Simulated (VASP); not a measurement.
Here is a VASP 6.6.1 calculation.

The input INCAR:

```
PREC = Accurate
ENCUT = 520
EDIFF = 1E-7
ISMEAR = -1
SIGMA = 0.05
LREAL = F
LASPH = T
NELM = 80
ALGO = Normal
ISIF = 2
LWAVE = F
LCHARG = T
GGA = PE
LELF = T
LVHAR = T
NBANDS = 63
```

KPOINTS

```
regular mesh
0
Gamma
  3 3 2
```

Contents of POSCAR:

```
HfIn4SiO6
1.0
    3.2302300000     -5.5776800000     -0.0247000000
    3.2302300000      5.5776800000     -0.0247000000
   -1.4906800000      0.0000000000      6.3203000000
Hf In Si O
1 4 1 6
Direct
    0.1017800000      0.1017800000      0.0091200000
    0.7922200000      0.4820400000      0.0081800000
    0.4820400000      0.7922200000      0.0081800000
    0.5447200000      0.2198300000      0.4839800000
    0.2198300000      0.5447200000      0.4839800000
    0.8543300000      0.8543300000      0.4452300000
    0.8350000000      0.5882200000      0.3810400000
    0.5882200000      0.8350000000      0.3810400000
    0.0289900000      0.0289900000      0.2950000000
    0.9792000000      0.9792000000      0.6955500000
    0.4285200000      0.1451400000      0.0743500000
    0.1451400000      0.4285200000      0.0743500000
```

Potentials or basis: VASP PAW PBE potentials, release 64 (Hf_pv, In_d, Si, O).

The run is started by

```bash
$ cat potpaw_PBE.64/Hf_pv/POTCAR potpaw_PBE.64/In_d/POTCAR potpaw_PBE.64/Si/POTCAR potpaw_PBE.64/O/POTCAR > POTCAR
$ mpirun -np 1 vasp_std > vasp.out
```

(1) Predict the pressure.

(2) What does it give for the largest force?

## Answers

(1) -0.3 GPa.

(2) 0.186 eV/Å.

Caveat: the k points lie up to 0.50 Å⁻¹ apart.
